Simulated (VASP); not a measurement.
Al3GaO6:

```
Al Ga O
1.0
     5.95943   -1.47046   -0.01784
     5.95943    1.47046   -0.01784
    -1.36894    0.00000    5.51652
Al Ga O
3 1 6
Direct
  0.09082 0.09082 0.79607
  0.65942 0.65942 0.31736
  0.34122 0.34122 0.68139
  0.90815 0.90815 0.20199
  0.16255 0.16255 0.10917
  0.83487 0.83487 0.88150
  0.17294 0.17294 0.56604
  0.82476 0.82476 0.43981
  0.50072 0.50072 0.26132
  0.50455 0.50455 0.74535
```

Base run:

| Item | Value |
| --- | --- |
| Program | VASP 6.6.1 |
| Functional | PBEsol |
| Potentials or basis | VASP PAW PBE potentials, release 64 (Al, Ga_d, O) |
| Cutoff | 520 eV |
| k mesh | 8 × 8 × 4 |
| Occupations | gaussian, width 0.02 eV |
| Spin | no spin polarisation |

Its results: band gap on the k mesh 3.70 eV (least direct gap 3.86 eV); pressure 0.1 GPa; largest force 0.029 eV/Å.

Task: The run is repeated on the same cell with these changes: functional from PBEsol to r2SCAN. What comes out?

Result: Band gap on the k mesh 4.51 eV (least direct gap 4.69 eV); pressure -1.2 GPa; largest force 0.151 eV/Å.

Caveats: the PAW data sets were made with another functional, which shifts forces and pressure a little.

A k mesh can miss the band edges.
